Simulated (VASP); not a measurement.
A run of VASP 6.6.1:

File INCAR:

```
SYSTEM = AlSn4
ALGO     = Fast           ! electronic algorithm
EDIFF    = 1E-7           ! SCF threshold, eV
EDIFFG   = -0.01          ! ionic threshold
ENCUT    = 600            ! plane-wave cutoff, eV
GGA      = PE             ! functional
IBRION   = 2              ! ionic algorithm
ISIF     = 3              ! what is computed and relaxed
ISMEAR   = 0              ! smearing method
LASPH    = .True.         ! aspherical terms in the spheres
LCHARG   = .False.        ! write CHGCAR
LREAL    = .False.        ! projectors in reciprocal space
LWAVE    = .False.        ! write WAVECAR
NELM     = 60             ! most SCF steps
NSW      = 100            ! ionic steps
PREC     = Accurate       ! precision mode
SIGMA    = 0.1            ! smearing width, eV
```

KPOINTS

```
k-points
0
Gamma
  8 8 8
  0 0 0
```

The input POSCAR:

```
AlSn4
1.0
    5.3294347003      0.0000000000      0.0000000000
    0.0000000000      5.3294347003      0.0000000000
    0.0000000000      0.0000000000      5.3294347003
Al Sn
1 4
Direct
    0.5000000000      0.5000000000      0.5000000000
    0.0000000000      0.5000000000      0.5000000000
    0.5000000000      0.5000000000      0.0000000000
    0.5000000000      0.0000000000      0.5000000000
    0.0000000000      0.0000000000      0.0000000000
```

Potentials or basis: VASP PAW PBE potentials, release 64 (Al, Sn_d).

Command:

```sh
$ cat potpaw_PBE.64/Al/POTCAR potpaw_PBE.64/Sn_d/POTCAR > POTCAR
$ mpirun -np 1 vasp_std > vasp.out
```

Hardware: 1 thread of Intel(R) Xeon(R) 6975P-C (Granite Rapids), on a shared host.

Q: How long does it take, and how much memory?

A: Run time: 3.7 min on 1 thread of Intel(R) Xeon(R) 6975P-C (Granite Rapids), with other jobs on the host, peak memory 0.45 GiB. Counts: scf iterations 29, k points 35, ion steps 2.
